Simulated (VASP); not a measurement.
Here is a VASP 6.6.1 calculation.

File POSCAR:

```
Al
1.0
    2.6319341067      0.0000000000      0.0000000000
    0.0000000000      2.6319341067      0.0000000000
    0.0000000000      0.0000000000      2.6319341067
Al
1
Direct
    0.0000000000      0.0000000000      0.0000000000
```

Contents of INCAR.step1:

```
PREC     = Accurate       # precision mode
ENCUT    = 520            # plane-wave cutoff, eV
ISMEAR   = -1             # smearing method
SIGMA    = 0.1            # smearing width, eV
LREAL    = F              # projectors in reciprocal space
LASPH    = T              # aspherical terms in the spheres
NELM     = 60             # most SCF steps
NBANDS   = 8              # bands
GGA      = PE             # functional
ALGO     = Normal         # electronic algorithm
EDIFF    = 1E-4           # SCF threshold, eV
LWAVE    = T              # write WAVECAR
LCHARG   = F              # write CHGCAR
```

The input INCAR.step2:

```
PREC     = Accurate       # precision mode
ENCUT    = 520            # plane-wave cutoff, eV
EDIFF    = 1E-6           # SCF threshold, eV
ISMEAR   = -1             # smearing method
SIGMA    = 0.1            # smearing width, eV
LREAL    = F              # projectors in reciprocal space
LASPH    = T              # aspherical terms in the spheres
NELM     = 60             # most SCF steps
ALGO     = Normal         # electronic algorithm
ISIF     = 2              # what is computed and relaxed
LWAVE    = F              # write WAVECAR
LCHARG   = T              # write CHGCAR
METAGGA  = R2SCAN         # meta-GGA
LMIXTAU  = T            
LELF     = T              # ELF
LVHAR    = T            
NBANDS   = 8              # bands
ISTART   = 1
```

File KPOINTS:

```
regular mesh
0
Gamma
  13 13 13
```

Potentials or basis: VASP PAW PBE potentials, release 64 (Al).

The run is started by

```sh
$ cat potpaw_PBE.64/Al/POTCAR > POTCAR
$ cp INCAR.step1 INCAR
$ mpirun -np 1 vasp_std > vasp.out
$ cp INCAR.step2 INCAR
$ mpirun -np 1 vasp_std > vasp.out
```

Problem. Predict the pressure.

Solution. 6.0 GPa.

Problem. Predict the band gap on the k mesh.

Solution. Zero (an odd number of electrons rules out a gap without spin polarisation).

Caveat: the cell stands under pressure; the PAW data sets were made with another functional, which shifts forces and pressure a little.
